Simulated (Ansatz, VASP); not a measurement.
**LiTlF4 in VASP and in Ansatz**

```xyz
6
Lattice="3.7662 0.0000 0.0000 0.0000 3.7662 0.0000 0.0000 0.0000 5.3055" Properties=species:S:1:pos:R:3 pbc="T T T"
Li    0.0000    0.0000    0.0000
Tl    1.8831    1.8831    2.6528
F     1.8831    0.0000    1.3278
F     0.0000    1.8831    3.9777
F     1.8831    0.0000    3.9777
F     0.0000    1.8831    1.3278
```

Alike in both runs: task single point; functional PBE; k mesh 8 × 8 × 6; occupations gaussian, width 0.02 eV; no spin polarisation.

|  | VASP | Ansatz |
| --- | --- | --- |
| version | VASP 6.6.1 | Ansatz 0.2.0 |
| potentials or method | VASP PAW PBE potentials, release 64 (Li_sv, Tl_d, F), cutoff 520 eV | scalar-relativistic, plane waves, PAW |
| valence electrons in the cell | 44 | 44 |

```csv
,VASP,Ansatz,Ansatz less VASP
gap on the k mesh at the Fermi level (eV),1.91,1.94,+0.031
least direct gap on the mesh (eV),2.12,2.15,+0.028
rms of the force components (eV/Å),0.009,0.000,-0.0092
```

Atom by atom the forces differ by 0.009 eV/Å (rms over components).

Spin-orbit coupling is off throughout. Noted on VASP's run: the cutoff is short for stress, so the pressure is rough.
